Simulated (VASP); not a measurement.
Here is a VASP 6.6.1 calculation.

INCAR

```
SYSTEM = Pd
PREC = Accurate
ENCUT = 520
EDIFF = 1E-6
ISMEAR = 0
SIGMA = 0.1
LREAL = .False.
LASPH = .True.
NELM = 80
ALGO = Fast
ISIF = 2
LWAVE = .False.
LCHARG = .False.
GGA = PS
NBANDS = 17
```

The input KPOINTS:

```
Automatic mesh
0
Gamma
  14 14 14
  0 0 0
```

POSCAR

```
Pd
1.0
    3.1024797274      0.0000000000      0.0000000000
    0.0000000000      3.1024797274      0.0000000000
    0.0000000000      0.0000000000      3.0527825730
Pd
2
Direct
    0.0000000000      0.0000000000      0.0000000000
    0.5000000000      0.5000000000      0.5000000000
```

Potentials or basis: VASP PAW PBE potentials, release 64 (Pd).

Run with:

```console
$ cat potpaw_PBE.64/Pd/POTCAR > POTCAR
$ mpirun -np 1 vasp_std > vasp.out
```

Predict the band gap on the k mesh.

zero (bands 10 and 11 overlap by 1.09 eV).

Predict the pressure.

-0.7 GPa.

Stress tensor (GPa, compression positive):
```
-0.38  0.00  0.00
 0.00 -0.38  0.00
 0.00  0.00 -1.24
```

Caveat: the cell differs from its parent crystal (uniaxial strain along c: -1.0 %, then relaxed in part); the PAW data sets were made with another functional, which shifts forces and pressure a little.
